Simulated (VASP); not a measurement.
# LiGaO (P4/mmm) in VASP: further runs, part 2 of 2

VASP 6.6.1. Earlier steps stand in the parts before.

**4. Relaxation of cell and atoms, PBE**

File INCAR:

```
  PREC = Accurate
  ENCUT = 600
  EDIFF = 1E-7
  ISMEAR = 0
  SIGMA = 0.1
  LREAL = F
  LASPH = T
  NELM = 60
  ALGO = Normal
  ISIF = 3
  LWAVE = F
  LCHARG = F
  GGA = PE
  IBRION = 2
  NSW = 90
  EDIFFG = -0.04
```

File KPOINTS:

```
Automatic mesh
0
Gamma
  6 6 6
```

File POSCAR:

```
LiGaO
1.0
    3.5761120000      0.0000000000      0.0000000000
    0.0000000000      3.5761120000      0.0000000000
    0.0000000000      0.0000000000      3.1724190000
Li Ga O
1 1 1
Direct
    0.0000000000      0.0000000000      0.5000000000
    0.5000000000      0.5000000000      0.5000000000
    0.0000000000      0.0000000000      0.0000000000
```

Potentials or basis: VASP PAW PBE potentials, release 64 (Li_sv, Ga_d, O).

Started as:

```console
> cat potpaw_PBE.64/Li_sv/POTCAR potpaw_PBE.64/Ga_d/POTCAR potpaw_PBE.64/O/POTCAR > POTCAR
> mpirun -np 1 vasp_std > vasp.out
```

OUTCAR:

```text
PREC = Accurate
   ENCUT = 600
   EDIFF = 1E-7
   ISMEAR = 0
   LREAL = F
   LASPH = T
   NELM = 60
   ISIF = 3
   GGA = PE
   IBRION = 2
   NSW = 90
   EDIFFG = -0.04

 ion  position               nearest neighbor table
   1  0.000  0.000  0.500-   3 1.59   3 1.59   2 2.53   2 2.53   2 2.53   2 2.53
   2  0.500  0.500  0.500-   1 2.53   1 2.53   1 2.53   1 2.53
   3  0.000  0.000  0.000-   1 1.59   1 1.59

  LATTYP: Found a simple tetragonal cell.
 ALAT       =     3.5761120000
 C/A-ratio  =     0.8871139942

  Lattice vectors:

 A1 = (   3.5761120000,   0.0000000000,   0.0000000000)
 A2 = (   0.0000000000,   3.5761120000,   0.0000000000)
 A3 = (   0.0000000000,   0.0000000000,   3.1724190000)

Analysis of symmetry for initial positions (statically):
[... 192 lines left out ...]
      5     -12.0844      2.00000
      6     -12.0186      2.00000
      7     -12.0186      2.00000
      8      -3.4357      2.00000
      9      -0.0890      2.00000
     10       0.6332      2.00000
     11       0.6332      2.00000
     12       8.0957      0.00000
     13       8.0957      0.00000
     14       9.6170      0.00000
[... 599 lines left out ...]
--------------------------------------- Ionic step        6  -------------------------------------------

 number of electron      22.0000016 magnetization

 Free energy of the ion-electron system (eV)
  ---------------------------------------------------
  ext. energy  EPLUGINS =         0.00000000
  ---------------------------------------------------
  free energy    TOTEN  =       -11.31810736 eV

  energy without entropy =      -11.31792170  energy(sigma->0) =      -11.31801453

 E-fermi :   1.4699     XC(G=0):  -9.0666

 val. band max:        1.3380972195   @ k =   0.5000   0.0000   0.0000
 cond. band min:       1.6026892507   @ k =   0.5000   0.0000   0.0000
 fundamental gap:      0.2645920312
 Fermi energy:         1.4699178404

 k-point     1 :       0.0000    0.0000    0.0000
  band No.  band energies     occupation
      1     -41.8768      2.00000
      2     -14.2105      2.00000
      3     -13.4054      2.00000
      4     -13.3948      2.00000
      5     -13.3718      2.00000
      6     -13.3276      2.00000
      7     -13.3276      2.00000
      8      -4.3979      2.00000
      9      -0.7137      2.00000
     10       0.0095      2.00000
     11       0.0095      2.00000
     12       6.1612      0.00000
     13       6.1612      0.00000
     14       8.1747      0.00000
[... 445 lines left out ...]
  FREE ENERGIE OF THE ION-ELECTRON SYSTEM (eV)
  ---------------------------------------------------
  free  energy   TOTEN  =       -11.3181073594 eV

  energy  without entropy=      -11.3179216997  energy(sigma->0) =      -11.31801453

 reached required accuracy - stopping structural energy minimisation
```

OSZICAR:

```text
N       E                     dE             d eps       ncg     rms          rms(c)
[... 67 lines left out ...]
DAV:   2    -0.114270467468E+02    0.12912E+00   -0.27906E+00  1200   0.982E+00    0.218E+00
DAV:   3    -0.113374500103E+02    0.89597E-01   -0.65723E-01  1417   0.397E+00    0.883E-01
DAV:   4    -0.113195686740E+02    0.17881E-01   -0.24962E-02  1411   0.198E+00    0.225E-01
DAV:   5    -0.113181677247E+02    0.14009E-02   -0.86150E-03  1778   0.909E-01    0.690E-02
DAV:   6    -0.113181253191E+02    0.42406E-04   -0.15488E-03  1590   0.201E-01    0.390E-02
DAV:   7    -0.113181073615E+02    0.17958E-04   -0.15443E-04  1580   0.806E-02    0.588E-03
DAV:   8    -0.113181073881E+02   -0.26608E-07   -0.86875E-06  1646   0.220E-02    0.207E-03
DAV:   9    -0.113181073594E+02    0.28720E-07   -0.46766E-07  1109   0.401E-03
   6 F= -.11318107E+02 E0= -.11318015E+02  d E =-.353769E-01
```

CONTCAR:

```text
LiGaO
   1.00000000000000
     3.7823430736690828    0.0000000000000000    0.0000000000000000
    -0.0000000000000000    3.7823430736690828   -0.0000000000000000
    -0.0000000000000000    0.0000000000000000    3.3789353109756570
  Li              Ga              O
     1     1     1
Direct
     0.0000000000000000    0.0000000000000000    0.5000000000000000
     0.5000000000000000    0.5000000000000000    0.5000000000000000
     0.0000000000000000    0.0000000000000000    0.0000000000000000

  0.00000000E+00  0.00000000E+00  0.00000000E+00
  0.00000000E+00  0.00000000E+00  0.00000000E+00
  0.00000000E+00  0.00000000E+00  0.00000000E+00
```

It took 4.4 min on 1 thread of Intel Xeon 8259CL, shared host; peak memory 0.19 GiB.

What came out:

- Free energy: -11.3181 eV
- Relaxed volume: 16.11 Å³/atom
- Relaxed cell: a = 3.782 Å, b = 3.782 Å, c = 3.379 Å, α = 90.00°, β = 90.00°, γ = 90.00°
- Space group after relaxing (to 0.1 Å): P4/mmm (No. 123)
- Energy gained by relaxing: 79.5 meV/atom
- Ionic steps: 6
- Pressure after relaxing: 0.1 GPa
- Band gap on the k mesh: 0.26 eV

Stress tensor (GPa, compression positive):
```
-0.04  0.00  0.00
 0.00 -0.04  0.00
 0.00  0.00  0.40
```

Step by step:
```tsv
step	energy change (eV)	largest force (eV/Å)	pressure (GPa)	volume (Å³)
1	0.0000	0.0000	10.73	40.57
2	-0.1901	0.0000	-0.15	46.05
3	-0.2030	0.0000	1.69	44.77
4	-0.2240	0.0000	1.06	45.99
5	-0.2330	0.0000	-0.33	49.74
6	-0.2384	0.0000	0.11	48.34
```

Final structure:
```
Li Ga O
1.0
     3.78234    0.00000    0.00000
     0.00000    3.78234    0.00000
     0.00000    0.00000    3.37894
Li Ga O
1 1 1
Cartesian
  0.0000 0.0000 1.6895
  1.8912 1.8912 1.6895
  0.0000 0.0000 0.0000
```

Caveat: the cutoff is under 1.25 times the usual one of these potentials, so pressure, stress and relaxed cells hold a basis-set (Pulay) error; the volume moved by over 15 % at a fixed basis, so the end points are rough.

**5. Single point, PBE**

This run uses another cell than the first one, of 16.09 Å³/atom.

File INCAR:

```
SYSTEM = LiGaO
PREC     = Accurate       ! precision mode
ENCUT    = 520            ! plane-wave cutoff, eV
EDIFF    = 1E-7           ! SCF threshold, eV
ISMEAR   = 0              ! smearing method
SIGMA    = 0.01           ! smearing width, eV
LREAL    = .False.        ! projectors in reciprocal space
LASPH    = .True.         ! aspherical terms in the spheres
NELM     = 100            ! most SCF steps
ALGO     = Normal         ! electronic algorithm
ISIF     = 2              ! what is computed and relaxed
LWAVE    = .False.        ! write WAVECAR
LCHARG   = .False.        ! write CHGCAR
GGA      = PE             ! functional
NBANDS   = 18             ! bands
```

File KPOINTS:

```
Automatic mesh
0
Gamma
  10 10 10
  0 0 0
```

File POSCAR:

```
LiGaO
1.0
    3.7837085043      0.0000000000      0.0000000000
    0.0000000000      3.7837085043      0.0000000000
    0.0000000000      0.0000000000      3.3723161526
Li Ga O
1 1 1
Direct
    0.0000000000      0.0000000000      0.5000000000
    0.5000000000      0.5000000000      0.5000000000
    0.0000000000      0.0000000000      0.0000000000
```

Potentials or basis: VASP PAW PBE potentials, release 64 (Li_sv, Ga_d, O).

Started as:

```console
> cat potpaw_PBE.64/Li_sv/POTCAR potpaw_PBE.64/Ga_d/POTCAR potpaw_PBE.64/O/POTCAR > POTCAR
> mpirun -np 1 vasp_std > vasp.out
```

OUTCAR:

```text
SYSTEM = LiGaO
   PREC = Accurate
   ENCUT = 520
   EDIFF = 1E-7
   ISMEAR = 0
   LREAL = .False.
   LASPH = .True.
   NELM = 100
   ISIF = 2
   GGA = PE

 ion  position               nearest neighbor table
   1  0.000  0.000  0.500-   3 1.69   3 1.69   2 2.68   2 2.68   2 2.68   2 2.68
   2  0.500  0.500  0.500-   1 2.68   1 2.68   1 2.68   1 2.68
   3  0.000  0.000  0.000-   1 1.69   1 1.69

  LATTYP: Found a simple tetragonal cell.
 ALAT       =     3.7837085043
 C/A-ratio  =     0.8912727153

[... 696 lines left out ...]

  FORCE on cell =-STRESS in cart. coord.  units (eV):
  Direction    XX          YY          ZZ          XY          YZ          ZX
  --------------------------------------------------------------------------------------
  -------------------------------------------------------------------------------------
  Total       -0.0382798     -0.0382798      0.2625127      0.0000000     -0.0000000      0.0000000
  in kB       -1.2703290     -1.2703290      8.7115857      0.0000000     -0.0000000      0.0000000
  external PRESSURE =       2.0569759 kB  Pullay stress =       0.0000000 kB

 VOLUME and BASIS-vectors are now :
 -----------------------------------------------------------------------------
  energy-cutoff  :      520.00
  volume of cell :       48.28
      direct lattice vectors                 reciprocal lattice vectors
     3.783708504  0.000000000  0.000000000     0.264290972  0.000000000  0.000000000
     0.000000000  3.783708504  0.000000000     0.000000000  0.264290972  0.000000000
     0.000000000  0.000000000  3.372316153     0.000000000  0.000000000  0.296532103

 POSITION                                       TOTAL-FORCE (eV/Angst)
 -----------------------------------------------------------------------------------
      0.00000      0.00000      1.68616         0.000000      0.000000      0.000000
      1.89185      1.89185      1.68616         0.000000      0.000000      0.000000
      0.00000      0.00000      0.00000         0.000000      0.000000      0.000000
 -----------------------------------------------------------------------------------
    total drift:                                0.000000      0.000000      0.000000

  FREE ENERGIE OF THE ION-ELECTRON SYSTEM (eV)
  ---------------------------------------------------
  free  energy   TOTEN  =       -11.3270398532 eV

  energy  without entropy=      -11.3270398532  energy(sigma->0) =      -11.32703985
```

OSZICAR:

```text
N       E                     dE             d eps       ncg     rms          rms(c)
DAV:   1     0.132919051200E+03    0.13292E+03   -0.10747E+04  4580   0.172E+03
DAV:   2     0.125903077173E+00   -0.13279E+03   -0.12661E+03  5206   0.357E+02
DAV:   3    -0.149398480137E+02   -0.15066E+02   -0.14979E+02  6726   0.937E+01
DAV:   4    -0.158387957017E+02   -0.89895E+00   -0.89183E+00  7196   0.175E+01
DAV:   5    -0.158659114738E+02   -0.27116E-01   -0.27091E-01  6134   0.259E+00    0.108E+01
DAV:   6    -0.120464403362E+02    0.38195E+01   -0.36717E+01  4990   0.262E+01    0.748E+00
DAV:   7    -0.114973116619E+02    0.54913E+00   -0.73627E+00  5790   0.149E+01    0.191E+00
DAV:   8    -0.115685594267E+02   -0.71248E-01   -0.42769E+00  5454   0.689E+00    0.319E+00
DAV:   9    -0.113321887084E+02    0.23637E+00   -0.28732E+00  5744   0.701E+00    0.615E-01
DAV:  10    -0.113266973584E+02    0.54914E-02   -0.11344E-01  5196   0.126E+00    0.123E-01
DAV:  11    -0.113273463338E+02   -0.64898E-03   -0.37696E-03  5092   0.405E-01    0.148E-01
DAV:  12    -0.113270597544E+02    0.28658E-03   -0.37438E-03  5566   0.204E-01    0.289E-02
DAV:  13    -0.113270427894E+02    0.16965E-04   -0.36054E-04  6108   0.856E-02    0.131E-02
DAV:  14    -0.113270401700E+02    0.26194E-05   -0.40451E-05  5784   0.252E-02    0.280E-03
DAV:  15    -0.113270398376E+02    0.33243E-06   -0.26935E-06  5214   0.782E-03    0.416E-04
DAV:  16    -0.113270398532E+02   -0.15622E-07   -0.51926E-08  3316   0.154E-03
   1 F= -.11327040E+02 E0= -.11327040E+02  d E =-.163084E-28
```

stdout:

```text
POSCAR found type information on POSCAR LiGaO
 POSCAR found :  3 types and       3 ions
 scaLAPACK will be used
 LDA part: xc-table for (Slater+PW92), standard interpolation
 POSCAR, INCAR and KPOINTS ok, starting setup
 FFT: planning ... GRIDC
 FFT: planning ... GRID_SOFT
 FFT: planning ... GRID
 WAVECAR not read
 entering main loop
```

It took 2.9 min on 1 thread of Intel Xeon 8259CL, shared host; peak memory 0.24 GiB.

What came out:

```yaml
Free_energy: -11.3270 eV
Band_gap_on_the_k_mesh: 0.27 eV
```

Caveat: the cutoff is under 1.25 times the usual one of these potentials, so pressure, stress and relaxed cells hold a basis-set (Pulay) error. A k mesh can miss the band edges.

**6. Single point, PBE, collinear spin, ferromagnetic start**

File INCAR:

```
SYSTEM = LiGaO
PREC = Accurate ; ENCUT = 520
EDIFF = 1E-6 ; ISMEAR = 0
SIGMA = 0.1 ; LREAL = .False.
LASPH = .True. ; NELM = 150
ALGO = Normal ; ISIF = 2
LWAVE = .False. ; LCHARG = .False.
ISPIN = 2 ; MAGMOM = 0 0 1
LORBIT = 11 ; GGA = PE
NBANDS = 22
```

File KPOINTS:

```
Automatic mesh
0
Gamma
  6 6 6
  0 0 0
```

File POSCAR:

```
LiGaO
1.0
    3.5761120000      0.0000000000      0.0000000000
    0.0000000000      3.5761120000      0.0000000000
    0.0000000000      0.0000000000      3.1724190000
Li Ga O
1 1 1
Direct
    0.0000000000      0.0000000000      0.5000000000
    0.5000000000      0.5000000000      0.5000000000
    0.0000000000      0.0000000000      0.0000000000
```

Potentials or basis: VASP PAW PBE potentials, release 64 (Li_sv, Ga_d, O).

Started as:

```console
> cat potpaw_PBE.64/Li_sv/POTCAR potpaw_PBE.64/Ga_d/POTCAR potpaw_PBE.64/O/POTCAR > POTCAR
> mpirun -np 1 vasp_std > vasp.out
```

Wall time 2 min (1 thread of Intel Xeon 8259CL, shared host); peak memory 0.2 GiB.

The run converged. Its results:

- Free energy: -11.0763 eV
- Net moment: 0.00 μB per cell
- Valence electrons inside the program's atomic spheres: Li 2.27; Ga 11.40; O 4.96

Levels at points of the mesh, in eV from the Fermi level:
Spin up:
| k point | band 9 | band 10 | band 11 | band 12 | band 13 | band 14 |
| --- | --- | --- | --- | --- | --- | --- |
| (0.00, 0.00, 0.00) | -2.77 | -2.05 | -2.05 | 5.41 | 5.41 | 6.93 |
| (0.50, 0.00, 0.00) | -2.60 | -1.56 | -0.04 | 0.05 | 4.89 | 7.77 |
| (0.50, 0.50, 0.00) | -3.90 | -3.90 | -2.53 | 3.11 | 3.11 | 8.96 |
| (0.00, 0.00, 0.50) | -1.18 | -1.18 | -0.02 | 0.00 | 4.64 | 4.64 |
| (0.50, 0.00, 0.50) | -3.09 | -2.36 | -1.07 | 2.81 | 2.94 | 6.64 |
| (0.50, 0.50, 0.50) | -2.01 | -2.01 | -1.43 | 0.55 | 0.55 | 1.11 |
Spin down:
| k point | band 8 | band 9 | band 10 | band 11 | band 12 | band 13 | band 14 | band 15 |
| --- | --- | --- | --- | --- | --- | --- | --- | --- |
| (0.00, 0.00, 0.00) | -6.12 | -2.77 | -2.05 | -2.05 | 5.41 | 5.41 | 6.93 | 7.87 |
| (0.50, 0.00, 0.00) | -6.79 | -2.60 | -1.56 | -0.04 | 0.05 | 4.89 | 7.77 | 9.17 |
| (0.50, 0.50, 0.00) | -4.44 | -3.90 | -3.90 | -2.53 | 3.11 | 3.11 | 8.96 | 9.97 |
| (0.00, 0.00, 0.50) | -5.37 | -1.18 | -1.18 | -0.02 | 0.00 | 4.64 | 4.64 | 9.52 |
| (0.50, 0.00, 0.50) | -3.85 | -3.09 | -2.36 | -1.07 | 2.81 | 2.94 | 6.64 | 7.80 |
| (0.50, 0.50, 0.50) | -2.06 | -2.01 | -2.01 | -1.43 | 0.55 | 0.55 | 1.11 | 10.43 |

Caveat: the cutoff is under 1.25 times the usual one of these potentials, so pressure, stress and relaxed cells hold a basis-set (Pulay) error.

**7. Relaxation of cell and atoms, PBE**

This run uses another cell than the first one, of 16.09 Å³/atom.

File INCAR:

```
SYSTEM = LiGaO
PREC = Accurate
ENCUT = 600
EDIFF = 1E-6
ISMEAR = 0
SIGMA = 0.01
LREAL = .False.
LASPH = .True.
NELM = 60
ALGO = Normal
ISIF = 3
LWAVE = .False.
LCHARG = .False.
GGA = PE
IBRION = 2
NSW = 100
EDIFFG = -0.01
```

File KPOINTS:

```
Automatic mesh
0
Gamma
  10 10 10
  0 0 0
```

File POSCAR:

```
LiGaO
1.0
    3.7841205495      0.0000000000      0.0000000000
    0.0000000000      3.7841205495      0.0000000000
    0.0000000000      0.0000000000      3.3719176586
Li Ga O
1 1 1
Direct
    0.0000000000      0.0000000000      0.5000000000
    0.5000000000      0.5000000000      0.5000000000
    0.0000000000      0.0000000000      0.0000000000
```

Started as:

```console
> cat potpaw_PBE.64/Li_sv/POTCAR potpaw_PBE.64/Ga_d/POTCAR potpaw_PBE.64/O/POTCAR > POTCAR
> mpirun -np 1 vasp_std > vasp.out
```

It took 4.3 min on 1 thread of Intel Xeon 8259CL, shared host; peak memory 0.26 GiB.

Results (log left out):

* Free energy: -11.3298 eV
* Relaxed volume: 16.12 Å³/atom
* Relaxed cell: a = 3.780 Å, b = 3.780 Å, c = 3.383 Å, α = 90.00°, β = 90.00°, γ = 90.00°
* Space group after relaxing (to 0.1 Å): P4/mmm (No. 123)
* Energy gained by relaxing: 0.2 meV/atom
* Ionic steps: 3
* Pressure after relaxing: -0.1 GPa
* Band gap on the k mesh: 0.26 eV

The path:
```tsv
step	energy change (eV)	largest force (eV/Å)	pressure (GPa)	volume (Å³)
1	0.0000	0.0000	0.10	48.28
2	-0.0005	0.0000	-0.16	48.36
3	-0.0005	0.0000	-0.08	48.35
```

Final structure:
```xyz
3
Lattice="3.7802 0.0000 0.0000 0.0000 3.7802 0.0000 0.0000 0.0000 3.3833" Properties=species:S:1:pos:R:3 pbc="T T T"
Li    0.0000    0.0000    1.6917
Ga    1.8901    1.8901    1.6917
O     0.0000    0.0000    0.0000
```

Levels at points of the mesh, in eV from the valence-band top:
```
           k point  band 9  band 10  band 11  band 12  band 13  band 14
(0.00, 0.00, 0.00)   -2.06    -1.33    -1.33     4.83     4.83     6.82
(0.50, 0.00, 0.00)   -1.91    -0.93     0.00     0.26     4.53     6.79
(0.50, 0.50, 0.00)   -2.87    -2.87    -1.85     2.86     2.86     7.66
(0.00, 0.00, 0.50)   -0.64    -0.64    -0.15     0.35     4.30     4.30
(0.50, 0.00, 0.50)   -2.18    -1.95    -0.55     2.72     2.73     5.82
(0.50, 0.50, 0.50)   -1.29    -1.29    -1.18     0.85     0.85     1.42
```

Caveat: the cutoff is under 1.25 times the usual one of these potentials, so pressure, stress and relaxed cells hold a basis-set (Pulay) error.

**8. Overview**

| task | spin | cell | k mesh | cutoff (eV) | smearing | gap on the mesh (eV) | pressure (GPa) | relaxed volume (Å³/atom) |
| --- | --- | --- | --- | --- | --- | --- | --- | --- |
| single point | off | a = 3.576, b = 3.576, c = 3.172 Å, 3 atoms | 6 × 6 × 6 | 520 | gaussian 0.1 eV | - | - | - |
| single point | off | a = 3.784, b = 3.784, c = 3.372 Å, 3 atoms | 6 × 6 × 6 | 520 | gaussian 0.1 eV | 0.27 | - | - |
| relaxation of cell and atoms | off | relaxed from a = 3.576, b = 3.576, c = 3.172 Å, 3 atoms | 6 × 6 × 6 | 600 | gaussian 0.1 eV | 0.26 | 0.1 | 16.11 |
| single point | off | a = 3.784, b = 3.784, c = 3.372 Å, 3 atoms | 10 × 10 × 10 | 520 | gaussian 0.01 eV | 0.27 | - | - |
| single point | collinear, ferromagnetic start | a = 3.576, b = 3.576, c = 3.172 Å, 3 atoms | 6 × 6 × 6 | 520 | gaussian 0.1 eV | - | - | - |
| relaxation of cell and atoms | off | relaxed from a = 3.784, b = 3.784, c = 3.372 Å, 3 atoms | 10 × 10 × 10 | 600 | gaussian 0.01 eV | 0.26 | -0.1 | 16.12 |

Alike in all rows: level PBE; potentials or basis VASP PAW PBE potentials, release 64 (Li_sv, Ga_d, O).

Caveats: the cutoff is under 1.25 times the usual one of these potentials, so pressure, stress and relaxed cells hold a basis-set (Pulay) error; the volume moved by over 15 % at a fixed basis, so the end points are rough (at least some runs).

Total energies depend on the potentials used, so only differences within one code and one set of settings carry meaning.
